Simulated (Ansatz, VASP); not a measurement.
## Cu: VASP beside Ansatz

```
Cu
1.0
     3.61500    0.00000    3.61500
     0.00000   -3.61500    3.61500
     3.61500   -3.61500    0.00000
Cu
8
Direct
  0.95851 0.95851 0.54149
  0.00000 0.50000 0.50000
  0.50000 0.00000 0.50000
  0.50000 0.50000 0.50000
  0.00000 0.00000 0.00000
  0.00000 0.50000 0.00000
  0.50000 0.00000 0.00000
  0.50000 0.50000 0.00000
```

Alike in both runs: task single point; functional PBEsol; k mesh 12 × 12 × 12; occupations gaussian, width 0.15 eV; no spin polarisation.

```csv
,VASP,Ansatz
version,VASP 6.6.1,Ansatz 0.2.0
potentials or method,"VASP PAW PBE potentials, release 64 (Cu), cutoff 520 eV","scalar-relativistic, plane waves, PAW"
valence electrons in the cell,88,152
```

|  | VASP | Ansatz | Ansatz less VASP |
| --- | --- | --- | --- |
| gap on the k mesh at the Fermi level (eV) | none | none | - |
| pressure (GPa) | -3.9 | -4.6 | -0.71 |
| traceless stress, the component that is largest in VASP (GPa) | -0.11 | -0.12 | -0.002 |
| rms of the force components (eV/Å) | 0.532 | 0.530 | -0.0024 |

VASP's potentials were made for PBE, not for PBEsol. Atom by atom the forces differ by 0.003 eV/Å (rms over components). A gap of «none» marks a metal or a gap that the smearing closes. VASP's potentials hold 88 valence electrons a cell and Ansatz's 152, so a difference there can come from the potentials and not from the codes.
